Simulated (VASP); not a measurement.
CoSi2, 3 atoms in the cell. The structure is cubic, space group Fm-3m (No. 225). Conventional cell: a = 5.356 Å, b = 5.356 Å, c = 5.356 Å, α = 90.00°, β = 90.00°, γ = 90.00°. Within 3.1 Å of Co (site symmetry m-3m) lie 8 Si at 2.32 Å. Within 3.1 Å of Si (site symmetry -43m) lie 4 Co at 2.32 Å and 6 Si at 2.68 Å. 

| Quantity | Value |
| --- | --- |
| Program | VASP 6.6.1 |
| Task | single point |
| Functional | PBE |
| Potentials or basis | VASP PAW PBE potentials, release 64 (Co, Si) |
| Cutoff | 520 eV |
| k mesh | 7 × 7 × 7 |
| Occupations | fermi-dirac, width 0.05 eV |
| Spin | collinear spin, ferromagnetic start |
| Starting moments | [2.5, 0.0, 0.0] μB |
| Fixed moment | 2.5 μB |
| Dipole correction | no |
| Further INCAR settings | ALGO = Normal; EDIFF = 1e-06; NBANDS = 20 |

Potentials or basis: VASP PAW PBE potentials, release 64 (Co, Si).

The run is started by

```sh
$ cat potpaw_PBE.64/Co/POTCAR potpaw_PBE.64/Si/POTCAR > POTCAR
$ mpirun -np 1 vasp_std > vasp.out
```

Hardware: 1 thread of Intel(R) Xeon(R) Platinum 8375C CPU @ 2.90GHz (Ice Lake), with other jobs on the host.

Question: How long does it take, and how much memory?

Answer: Run time: 34 s on 1 thread of Intel(R) Xeon(R) Platinum 8375C CPU @ 2.90GHz (Ice Lake), on a shared host, peak memory 0.18 GiB. Counts: scf iterations 14, k points 20.
